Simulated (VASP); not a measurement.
# KCl (P6_3/mmc) in VASP: settings compared

Aim: see how the results for KCl move with the level of theory and the settings. Levels: PBE, r2SCAN. Tasks: single point.

Program: VASP 6.6.1. These are calculated values, not measurements. Logs are shortened: lines on timing, memory, paths and dates and some standing lists are left out, and cuts for length are marked.

### Step 1. The cell of the first run

It takes space group P6_3/mmc (No. 194, hexagonal). Conventional cell: a = 4.410 Å, b = 4.410 Å, c = 7.734 Å, α = 90.00°, β = 90.00°, γ = 120.00°. K (site symmetry -3m) has 6 Cl at 3.20 Å and 2 K at 3.87 Å within 4.2 Å. Within 4.2 Å of Cl (site symmetry -6m2) lie 6 K at 3.20 Å.

### Step 2. Single point, PBE

The input, INCAR:

```
PREC = Accurate
ENCUT = 520
EDIFF = 1E-6
ISMEAR = 0
SIGMA = 0.01
LREAL = F
LASPH = T
NELM = 80
ALGO = Normal
ISIF = 2
LWAVE = F
LCHARG = F
GGA = PE
NBANDS = 24
```

The input, KPOINTS:

```
Automatic mesh
0
Gamma
  6 6 4
```

The input, POSCAR:

```
KCl
1.0
    4.4100555716      0.0000000000      0.0000000000
   -2.2050277858      3.8192201571      0.0000000000
    0.0000000000      0.0000000000      7.7342039205
K Cl
2 2
Direct
    0.0000000000      0.0000000000      0.0000000000
    0.0000000000      0.0000000000      0.5000000000
    0.3333333333      0.6666666667      0.2500000000
    0.6666666667      0.3333333333      0.7500000000
```

Potentials or basis: VASP PAW PBE potentials, release 64 (K_sv, Cl).

Run with:

```bash
$ cat potpaw_PBE.64/K_sv/POTCAR potpaw_PBE.64/Cl/POTCAR > POTCAR
$ mpirun -np 1 vasp_std > vasp.out
```

OUTCAR:

```text
PREC = Accurate
   ENCUT = 520
   EDIFF = 1E-6
   ISMEAR = 0
   LREAL = F
   LASPH = T
   NELM = 80
   ISIF = 2
   GGA = PE

 ion  position               nearest neighbor table
   1  0.000  0.000  0.000-   3 3.20   4 3.20   3 3.20   4 3.20   4 3.20   3 3.20
   2  0.000  0.000  0.500-   3 3.20   4 3.20   3 3.20   4 3.20   4 3.20   3 3.20
   3  0.333  0.667  0.250-   1 3.20   2 3.20   1 3.20   2 3.20   1 3.20   2 3.20
   4  0.667  0.333  0.750-   1 3.20   2 3.20   1 3.20   2 3.20   1 3.20   2 3.20

  LATTYP: Found a hexagonal cell.
 ALAT       =     4.4100555716
 C/A-ratio  =     1.7537656374

  Lattice vectors:

 A1 = (   4.4100555716,   0.0000000000,   0.0000000000)
 A2 = (  -2.2050277858,   3.8192201571,   0.0000000000)
 A3 = (   0.0000000000,   0.0000000000,   7.7342039205)

Analysis of symmetry for initial positions (statically):
=====================================================================
 Subroutine PRICEL returns:
 Original cell was already a primitive cell.

 Routine SETGRP: Setting up the symmetry group for a
 hexagonal supercell.

 Subroutine GETGRP returns: Found 24 space group operations
 (whereof 12 operations were pure point group operations)
 out of a pool of 24 trial point group operations.

The static configuration has the point symmetry D_3d.
 The point group associated with its full space group is D_6h.

Analysis of symmetry for dynamics (positions and initial velocities):
=====================================================================
 Subroutine PRICEL returns:
 Original cell was already a primitive cell.

 Routine SETGRP: Setting up the symmetry group for a
 hexagonal supercell.

 Subroutine GETGRP returns: Found 24 space group operations
 (whereof 12 operations were pure point group operations)
 out of a pool of 24 trial point group operations.

The dynamic configuration has the point symmetry D_3d.
 The point group associated with its full space group is D_6h.

 Subroutine INISYM returns: Found 24 space group operations
 (whereof 12 operations are pure point group operations),
 and found     1 'primitive' translations

----------------------------------------------------------------------------------------

                                     Primitive cell

[... 86 lines left out ...]
   LSORBIT =      F    spin-orbit coupling
   LASPH  =      T    aspherical Exc in radial PAW
   ENCUT  =  520.0 eV  38.22 Ry    6.18 a.u.   8.20  8.20 14.38*2*pi/ulx,y,z
   NELM   =     80;   NELMIN=  2; NELMDL= -5     # of ELM steps
   EDIFF  = 0.1E-05   stopping-criterion for ELM
   LREAL  =      F    real-space projection
   EDIFFG = 0.1E-04   stopping-criterion for IOM
   NSW    =      0    number of steps for IOM
   IBRION =     -1    ionic relax: 0-MD 1-quasi-New 2-CG
   NFREE  =      0    steps in history (QN), initial steepest desc. (CG)
   ISIF   =      2    stress and relaxation
   ISYM   =      2    0-nonsym 1-usesym 2-fastsym
   POTIM  = 0.5000    time-step for ionic-motion
   TEBEG  =    0.0;   TEEND  =   0.0 temperature during run
   PSTRESS=    0.0 pullay stress
   NELECT =      32.0000    total number of electrons
   NUPDOWN=      -1.0000    fix difference up-down
   EMIN   =  10.00;   EMAX   =-10.00  energy-range for DOS
   EFERMI =   0.00;   METHOD = LEGACY
   ISMEAR =     0;   SIGMA  =   0.01  broadening in eV -4-tet -1-fermi 0-gaus
   EFERMI_NEDOS =   21; number of points for ismear=-14 and -15
   IALGO  =     38    algorithm
   IMIX   =      4    mixing-type and parameters
     AMIX     =   0.40;   BMIX     =  1.00
     AMIX_MAG =   1.60;   BMIX_MAG =  1.00
  volume/ion in A,a.u.               =      32.57       219.77
  Fermi-wavevector in a.u.,A,eV,Ry     =   1.025290  1.937517 14.302709  1.051219
  Thomas-Fermi vector in A             =   2.159122
   LORBIT       =      0    0 simple, 1 ext, 2 COOP (PROOUT), +10 PAW based schemes
   GGA     = PE    functional components
   LHFCALC =     F    Hartree Fock is set to
   AEXX    =    0.0000 exact exchange contribution
   IVDW    =     0    specifies the selected vdW correction
   LEPSILON=     F    determine dielectric tensor
   LRPA    =     F    only Hartree local field effects (RPA)
 non-spin polarized calculation
 Gauss-broadening in eV      SIGMA  =   0.01
  energy-cutoff  :      520.00
  volume of cell :      130.27
 maximum number of plane-waves:      3527
 NGX is ok and might be reduce to    36
   NGX = 17   NGY = 17   NGZ = 29

 number of electron      32.0000003 magnetization

 Free energy of the ion-electron system (eV)
  ---------------------------------------------------
  ext. energy  EPLUGINS =         0.00000000
  ---------------------------------------------------
  free energy    TOTEN  =       -13.50877219 eV

  energy without entropy =      -13.50877219  energy(sigma->0) =      -13.50877219

 E-fermi :  -1.8402     XC(G=0):  -7.3569

 val. band max:       -1.9484246842   @ k =   0.0000   0.0000   0.0000
 cond. band min:       3.0327974288   @ k =   0.0000   0.0000   0.0000
 fundamental gap:      4.9812221130
 Fermi energy:        -1.8401988592

 k-point     1 :       0.0000    0.0000    0.0000
  band No.  band energies     occupation
      1     -29.4193      2.00000
      2     -29.4016      2.00000
      3     -14.3017      2.00000
      4     -14.0687      2.00000
      5     -12.8799      2.00000
      6     -12.8799      2.00000
[... 556 lines left out ...]
     23       7.7999      0.00000
     24       7.8027      0.00000

------------------------ aborting loop because EDIFF is reached ----------------------------------------

  FORCE on cell =-STRESS in cart. coord.  units (eV):
  Direction    XX          YY          ZZ          XY          YZ          ZX
  --------------------------------------------------------------------------------------
  -------------------------------------------------------------------------------------
  Total        0.0038821      0.0038821      0.0170751      0.0000000      0.0000000      0.0000000
  in kB        0.0477462      0.0477462      0.2100098      0.0000000      0.0000000      0.0000000
  external PRESSURE =       0.1018340 kB  Pullay stress =       0.0000000 kB

 VOLUME and BASIS-vectors are now :
 -----------------------------------------------------------------------------
  energy-cutoff  :      520.00
  volume of cell :      130.27
      direct lattice vectors                 reciprocal lattice vectors
     4.410055572  0.000000000  0.000000000     0.226754512  0.130916779  0.000000000
    -2.205027786  3.819220157  0.000000000     0.000000000  0.261833557  0.000000000
     0.000000000  0.000000000  7.734203920     0.000000000  0.000000000  0.129295789

 POSITION                                       TOTAL-FORCE (eV/Angst)
 -----------------------------------------------------------------------------------
      0.00000      0.00000      0.00000        -0.000000      0.000000      0.000000
      0.00000      0.00000      3.86710        -0.000000      0.000000      0.000000
     -0.00000      2.54615      1.93355         0.000000     -0.000000      0.000000
      2.20503      1.27307      5.80065        -0.000000     -0.000000     -0.000000
 -----------------------------------------------------------------------------------
    total drift:                               -0.000000      0.000000     -0.000000

  FREE ENERGIE OF THE ION-ELECTRON SYSTEM (eV)
  ---------------------------------------------------
  free  energy   TOTEN  =       -13.5087721933 eV

  energy  without entropy=      -13.5087721933  energy(sigma->0) =      -13.50877219
```

OSZICAR:

```text
N       E                     dE             d eps       ncg     rms          rms(c)
DAV:   1     0.236268709519E+03    0.23627E+03   -0.14155E+04  1008   0.118E+03
DAV:   2     0.421426529023E+01   -0.23205E+03   -0.21822E+03  1272   0.303E+02
DAV:   3    -0.137476582369E+02   -0.17962E+02   -0.17888E+02  1664   0.737E+01
DAV:   4    -0.141219705892E+02   -0.37431E+00   -0.37369E+00  1432   0.106E+01
DAV:   5    -0.141345645852E+02   -0.12594E-01   -0.12594E-01  1504   0.152E+00    0.445E+00
DAV:   6    -0.135165283067E+02    0.61804E+00   -0.11256E+00  1200   0.414E+00    0.361E+00
DAV:   7    -0.134788147279E+02    0.37714E-01   -0.28521E-01  1280   0.227E+00    0.230E+00
DAV:   8    -0.135065680873E+02   -0.27753E-01   -0.62089E-02  1408   0.136E+00    0.411E-01
DAV:   9    -0.135067577772E+02   -0.18969E-03   -0.57782E-03  1328   0.342E-01    0.140E-01
DAV:  10    -0.135087197459E+02   -0.19620E-02   -0.19976E-03  1136   0.268E-01    0.161E-02
DAV:  11    -0.135087543651E+02   -0.34619E-04   -0.65953E-05  1728   0.387E-02    0.158E-02
DAV:  12    -0.135087718230E+02   -0.17458E-04   -0.33774E-05  1232   0.284E-02    0.838E-03
DAV:  13    -0.135087721933E+02   -0.37024E-06   -0.38170E-06  1136   0.109E-02
   1 F= -.13508772E+02 E0= -.13508772E+02  d E =-.106147E-54
```

stdout:

```text
POSCAR found type information on POSCAR K Cl
 POSCAR found :  2 types and       4 ions
 scaLAPACK will be used
 LDA part: xc-table for (Slater+PW92), standard interpolation
 POSCAR, INCAR and KPOINTS ok, starting setup
 FFT: planning ... GRIDC
 FFT: planning ... GRID_SOFT
 FFT: planning ... GRID
 WAVECAR not read
 entering main loop
```

Wall time 33 s (1 thread of Intel Xeon 6975P-C (Granite Rapids), shared host); peak memory 0.26 GiB.

What came out:

```
Free energy            : -13.5088 eV
Pressure               : 0.0 GPa
Band gap on the k mesh : 4.98 eV
```

### Step 3. Single point, PBE (33.54 Å³/atom)

This run uses another cell than the first one, of 33.54 Å³/atom.

The input, INCAR:

```
SYSTEM = KCl
ALGO = Normal
EDIFF = 1E-6
ENCUT = 520
GGA = PE
ISIF = 2
ISMEAR = 0
LASPH = .True.
LCHARG = .True.
LELF = .True.
LREAL = .False.
LVHAR = .True.
LWAVE = .False.
NBANDS = 24
NELM = 80
PREC = Accurate
SIGMA = 0.01
```

The input, KPOINTS:

```
k-points
0
Gamma
  6 6 4
  0 0 0
```

The input, POSCAR:

```
KCl
1.0
    4.4537223280      0.0000000000      0.0000000000
   -2.2268611640      3.8570366775      0.0000000000
    0.0000000000      0.0000000000      7.8107851774
K Cl
2 2
Direct
    0.0000000000      0.0000000000      0.0000000000
    0.0000000000      0.0000000000      0.5000000000
    0.3333333333      0.6666666667      0.2500000000
    0.6666666667      0.3333333333      0.7500000000
```

Potentials or basis: VASP PAW PBE potentials, release 64 (K_sv, Cl).

Run with:

```bash
$ cat potpaw_PBE.64/K_sv/POTCAR potpaw_PBE.64/Cl/POTCAR > POTCAR
$ mpirun -np 1 vasp_std > vasp.out
```

OUTCAR:

```text
SYSTEM = KCl
   EDIFF = 1E-6
   ENCUT = 520
   GGA = PE
   ISIF = 2
   ISMEAR = 0
   LASPH = .True.
   LREAL = .False.
   NELM = 80
   PREC = Accurate

 ion  position               nearest neighbor table
   1  0.000  0.000  0.000-   3 3.23   4 3.23   4 3.23   3 3.23   4 3.23   3 3.23
   2  0.000  0.000  0.500-   3 3.23   4 3.23   4 3.23   3 3.23   4 3.23   3 3.23
   3  0.333  0.667  0.250-   1 3.23   2 3.23   1 3.23   2 3.23   1 3.23   2 3.23
   4  0.667  0.333  0.750-   1 3.23   2 3.23   1 3.23   2 3.23   1 3.23   2 3.23

[... 765 lines left out ...]
  --------------------------------------------------------------------------------------
  -------------------------------------------------------------------------------------
  Total       -0.3555123     -0.3555123     -0.3928721      0.0000000     -0.0000000     -0.0000000
  in kB       -4.2451555     -4.2451555     -4.6912671      0.0000000     -0.0000000     -0.0000000
  external PRESSURE =      -4.3938594 kB  Pullay stress =       0.0000000 kB

 VOLUME and BASIS-vectors are now :
 -----------------------------------------------------------------------------
  energy-cutoff  :      520.00
  volume of cell :      134.17
      direct lattice vectors                 reciprocal lattice vectors
     4.453722328  0.000000000  0.000000000     0.224531286  0.129633198  0.000000000
    -2.226861164  3.857036678  0.000000000     0.000000000  0.259266396  0.000000000
     0.000000000  0.000000000  7.810785177     0.000000000  0.000000000  0.128028102

 POSITION                                       TOTAL-FORCE (eV/Angst)
 -----------------------------------------------------------------------------------
      0.00000      0.00000      0.00000         0.000000      0.000000      0.000000
      0.00000      0.00000      3.90539         0.000000      0.000000      0.000000
     -0.00000      2.57136      1.95270         0.000000     -0.000000      0.000000
      2.22686      1.28568      5.85809        -0.000000      0.000000      0.000000
 -----------------------------------------------------------------------------------
    total drift:                               -0.000000      0.000000     -0.000000

  FREE ENERGIE OF THE ION-ELECTRON SYSTEM (eV)
  ---------------------------------------------------
  free  energy   TOTEN  =       -13.5044654134 eV

  energy  without entropy=      -13.5044654134  energy(sigma->0) =      -13.50446541
```

OSZICAR:

```text
N       E                     dE             d eps       ncg     rms          rms(c)
DAV:   1     0.227450136130E+03    0.22745E+03   -0.14160E+04  1008   0.117E+03
DAV:   2     0.314689119230E+01   -0.22430E+03   -0.21234E+03  1312   0.296E+02
DAV:   3    -0.137936363686E+02   -0.16941E+02   -0.16869E+02  1672   0.689E+01
DAV:   4    -0.141380143142E+02   -0.34438E+00   -0.34387E+00  1464   0.101E+01
DAV:   5    -0.141502204310E+02   -0.12206E-01   -0.12206E-01  1528   0.154E+00    0.431E+00
DAV:   6    -0.135141658916E+02    0.63605E+00   -0.11547E+00  1224   0.412E+00    0.348E+00
DAV:   7    -0.134739038820E+02    0.40262E-01   -0.28193E-01  1296   0.223E+00    0.224E+00
DAV:   8    -0.135020029606E+02   -0.28099E-01   -0.62704E-02  1440   0.136E+00    0.401E-01
DAV:   9    -0.135023467577E+02   -0.34380E-03   -0.59649E-03  1328   0.347E-01    0.143E-01
DAV:  10    -0.135044130825E+02   -0.20663E-02   -0.20513E-03  1152   0.275E-01    0.220E-02
DAV:  11    -0.135044456236E+02   -0.32541E-04   -0.74472E-05  1560   0.435E-02    0.165E-02
DAV:  12    -0.135044647493E+02   -0.19126E-04   -0.41499E-05  1304   0.311E-02    0.885E-03
DAV:  13    -0.135044654134E+02   -0.66408E-06   -0.47430E-06  1216   0.114E-02
   1 F= -.13504465E+02 E0= -.13504465E+02  d E =-.326968E-94
```

Run time: 39 s. Hardware: 1 thread of Intel Xeon 6975P-C (Granite Rapids), shared host; peak memory 0.28 GiB.

What came out:

| Property | Result |
| --- | --- |
| Free energy | -13.5045 eV |
| Pressure | -0.4 GPa |
| Band gap on the k mesh | 4.89 eV |

A k mesh can miss the band edges.

### Step 4. Single point, PBE (34.52 Å³/atom)

This run uses another cell than the first one, of 34.52 Å³/atom.

The input, INCAR:

```
SYSTEM = KCl
PREC     = Accurate       ! precision mode
ENCUT    = 520            ! plane-wave cutoff, eV
EDIFF    = 1E-7           ! SCF threshold, eV
ISMEAR   = 0              ! smearing method
SIGMA    = 0.01           ! smearing width, eV
LREAL    = .FALSE.        ! projectors in reciprocal space
LASPH    = .TRUE.         ! aspherical terms in the spheres
NELM     = 60             ! most SCF steps
ALGO     = Normal         ! electronic algorithm
ISIF     = 2              ! what is computed and relaxed
LWAVE    = .FALSE.        ! write WAVECAR
LCHARG   = .FALSE.        ! write CHGCAR
GGA      = PE             ! functional
NBANDS   = 24             ! bands
```

The input, KPOINTS:

```
regular mesh
0
G
  6 6 4
  0 0 0
```

The input, POSCAR:

```
KCl
1.0
    4.4965492084      0.0000000000      0.0000000000
   -2.2482746042      3.8941258438      0.0000000000
    0.0000000000      0.0000000000      7.8858934886
K Cl
2 2
Direct
    0.0000000000      0.0000000000      0.0000000000
    0.0000000000      0.0000000000      0.5000000000
    0.3333333333      0.6666666667      0.2500000000
    0.6666666667      0.3333333333      0.7500000000
```

Run with:

```bash
$ cat potpaw_PBE.64/K_sv/POTCAR potpaw_PBE.64/Cl/POTCAR > POTCAR
$ mpirun -np 1 vasp_std > vasp.out
```

Wall time 37 s (1 thread of Intel Xeon 6975P-C (Granite Rapids), shared host); peak memory 0.27 GiB.

The run converged. Its results:

```
Free energy            : -13.4901 eV
Pressure               : -0.8 GPa
Band gap on the k mesh : 4.80 eV
```

Stress tensor (GPa, compression positive):
```
-0.78  0.00  0.00
 0.00 -0.78  0.00
 0.00  0.00 -0.88
```

Levels at points of the mesh, in eV from the valence-band top:
```tsv
k point	band 12	band 13	band 14	band 15	band 16	band 17	band 18	band 19	band 20	band 21
(0.00, 0.00, 0.00)	-0.21	-0.21	-0.13	0.00	0.00	4.80	7.26	7.33	8.07	8.54
(0.50, 0.00, 0.00)	-0.55	-0.44	-0.40	-0.27	-0.19	6.78	7.45	7.61	7.90	9.14
(0.00, 0.00, 0.50)	-0.59	-0.11	-0.11	-0.11	-0.11	5.90	5.90	7.84	7.84	8.96
(0.50, 0.00, 0.50)	-0.78	-0.35	-0.35	-0.23	-0.23	7.33	7.33	7.52	7.52	9.14
```

(Part 1 of 2 ends here.)
